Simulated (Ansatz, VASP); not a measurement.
## Cu2H3: VASP beside Ansatz

```xyz
5
Lattice="2.2113 1.2767 2.2316 -2.2113 1.2767 2.2316 0.0000 -2.5534 2.2316" Properties=species:S:1:pos:R:3 pbc="T T T"
Cu    0.0000    0.0000    1.2932
Cu    0.0000    0.0000    5.4015
H    -0.7042   -1.3337    2.2316
H     1.5071    0.0570    2.2316
H    -0.8029    1.2767    2.2316
```

Change from the starting cell: species swapped into the Ni3Se2 type (R32, No. 155).

Alike in both runs: functional PBE; k mesh 6 × 6 × 6; occupations gaussian, width 0.1 eV; no spin polarisation.

Ansatz relaxed the structure, and its values are those at the end. VASP's run is a single point on that final structure, the one shown.

```csv
,VASP,Ansatz
version,VASP 6.6.1,Ansatz 0.2.0
potentials or method,"VASP PAW PBE potentials, release 64 (Cu, H), cutoff 520 eV","scalar-relativistic, plane waves, PAW"
valence electrons in the cell,25,41
```

Ansatz gave:

```
gap on the k mesh at the Fermi level (eV) : none
pressure (GPa)                            : 0.0
rms of the force components (eV/Å)        : 0.003
```

Question: Which values does VASP return?

Answer: gap on the k mesh at the Fermi level (eV): none; pressure (GPa): 0.2; rms of the force components (eV/Å): 0.006.

A gap of «none» marks a metal or a gap that the smearing closes. With one functional, cell and mesh, what is left measures potentials, basis and numerics. VASP's potentials hold 25 valence electrons a cell and Ansatz's 41, so a difference there can come from the potentials and not from the codes.
